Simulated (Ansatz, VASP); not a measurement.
## Ge2Sb2Te5: VASP beside Ansatz

```
Ge Sb Te
1.0
     4.14987    0.00000    0.00000
    -2.07494    3.59390    0.00000
     0.00000    0.00000   21.13406
Ge Sb Te
2 2 5
Direct
  0.00000 0.00000 0.33132
  0.00000 0.00000 0.66868
  0.33333 0.66667 0.11210
  0.66667 0.33333 0.88790
  0.00000 0.00000 0.00000
  0.33333 0.66667 0.79143
  0.66667 0.33333 0.20857
  0.33333 0.66667 0.40960
  0.66667 0.33333 0.59040
```

Alike in both runs: task single point; functional PBE; k mesh 12 × 12 × 2; occupations gaussian, width 0.03 eV; no spin polarisation.

|  | VASP | Ansatz |
| --- | --- | --- |
| version | VASP 6.6.1 | Ansatz 0.2.0 |
| potentials or method | VASP PAW PBE potentials, release 64 (Ge_d, Sb, Te), cutoff 520 eV | scalar-relativistic, plane waves, PAW |
| valence electrons in the cell | 68 | 138 |

|  | VASP | Ansatz | Ansatz less VASP |
| --- | --- | --- | --- |
| gap on the k mesh at the Fermi level (eV) | none | none | - |
| pressure (GPa) | -3.7 | -3.6 | +0.02 |
| traceless stress, the component that is largest in VASP (GPa) | -3.91 | -3.92 | -0.017 |
| rms of the force components (eV/Å) | 0.508 | 0.513 | +0.0054 |

Atom by atom the forces differ by 0.006 eV/Å (rms over components). A gap of «none» marks a metal or a gap that the smearing closes. VASP's potentials hold 68 valence electrons a cell and Ansatz's 138, so a difference there can come from the potentials and not from the codes.

Neither program's run includes spin-orbit coupling.
